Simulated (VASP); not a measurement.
Wanted: the native input for a VASP 6.6.1 run.

```
Task                   : single point
Functional             : r2SCAN
Potentials or basis    : VASP PAW PBE potentials, release 64 (Cl, K_sv, Br)
Cutoff                 : 520 eV
k mesh                 : 2 × 2 × 2, shifted
Occupations            : fermi-dirac, width 0.05 eV
Spin                   : no spin polarisation
Dipole correction      : no
Further INCAR settings : LREAL = Auto; ALGO = Normal; EDIFF = 1e-07; NBANDS = 78
```

K8BrCl7:

```
Cl K Br
1.0
    12.56080    0.00000    0.00000
     0.00000    6.28040    0.00000
     0.00000    0.00000    6.28040
Cl K Br
7 8 1
Direct
  0.25152 0.99763 0.00255
  0.75159 0.00109 0.99849
  0.99928 0.49781 0.00223
  0.50222 0.50243 0.99813
  0.00095 0.99814 0.49975
  0.50109 0.00035 0.49786
  0.24749 0.49690 0.49793
  0.00241 0.99886 0.00281
  0.49988 0.00587 0.00479
  0.24853 0.50364 0.00241
  0.75280 0.50283 0.00338
  0.24813 0.00792 0.50516
  0.74923 0.99694 0.49528
  0.00030 0.50384 0.49704
  0.49874 0.49562 0.49433
  0.74959 0.50091 0.49999
```

These files were run (other wordings do the same):

POSCAR

```
K8BrCl7
1.0
   12.5607960000      0.0000000000      0.0000000000
    0.0000000000      6.2803980000      0.0000000000
    0.0000000000      0.0000000000      6.2803980000
Cl K Br
7 8 1
Direct
    0.2515240000      0.9976340000      0.0025540000
    0.7515940000      0.0010860000      0.9984900000
    0.9992840000      0.4978060000      0.0022280000
    0.5022220000      0.5024350000      0.9981350000
    0.0009510000      0.9981420000      0.4997480000
    0.5010940000      0.0003490000      0.4978640000
    0.2474930000      0.4969040000      0.4979280000
    0.0024140000      0.9988580000      0.0028070000
    0.4998790000      0.0058670000      0.0047940000
    0.2485310000      0.5036370000      0.0024110000
    0.7528020000      0.5028280000      0.0033800000
    0.2481250000      0.0079220000      0.5051600000
    0.7492310000      0.9969350000      0.4952780000
    0.0003050000      0.5038350000      0.4970390000
    0.4987360000      0.4956150000      0.4943340000
    0.7495870000      0.5009110000      0.4999910000
```

INCAR.step1

```
ALGO = Normal
EDIFF = 1E-4
ENCUT = 520
GGA = PE
ISMEAR = -1
LASPH = True
LCHARG = False
LREAL = Auto
LWAVE = True
NBANDS = 78
NELM = 60
PREC = Accurate
SIGMA = 0.05
```

INCAR.step2

```
ALGO = Normal
EDIFF = 1E-7
ENCUT = 520
ISIF = 2
ISMEAR = -1
ISTART = 1
LASPH = True
LCHARG = False
LMIXTAU = True
LREAL = Auto
LWAVE = False
METAGGA = R2SCAN
NBANDS = 78
NELM = 60
PREC = Accurate
SIGMA = 0.05
```

KPOINTS

```
Automatic mesh
0
Gamma
  2 2 2
  0.5 0.5 0.5
```

Potentials or basis: VASP PAW PBE potentials, release 64 (Cl, K_sv, Br).

Launch:

```bash
$ cat potpaw_PBE.64/Cl/POTCAR potpaw_PBE.64/K_sv/POTCAR potpaw_PBE.64/Br/POTCAR > POTCAR
$ cp INCAR.step1 INCAR
$ mpirun -np 1 vasp_std > vasp.out
$ cp INCAR.step2 INCAR
$ mpirun -np 1 vasp_std > vasp.out
```

It gave:

| Quantity | Value |
| --- | --- |
| Pressure | 0.5 GPa |
| Largest force | 0.199 eV/Å |
| Band gap on the k mesh | 6.88 eV |

Caveat: the PAW data sets were made with another functional, which shifts forces and pressure a little; a shifted mesh leaves out Γ, where band edges can lie.

It took 5.8 min on 1 thread of AMD EPYC 9R45 96-Core Processor (Zen 5), with other jobs on the host, peak memory 0.56 GiB.
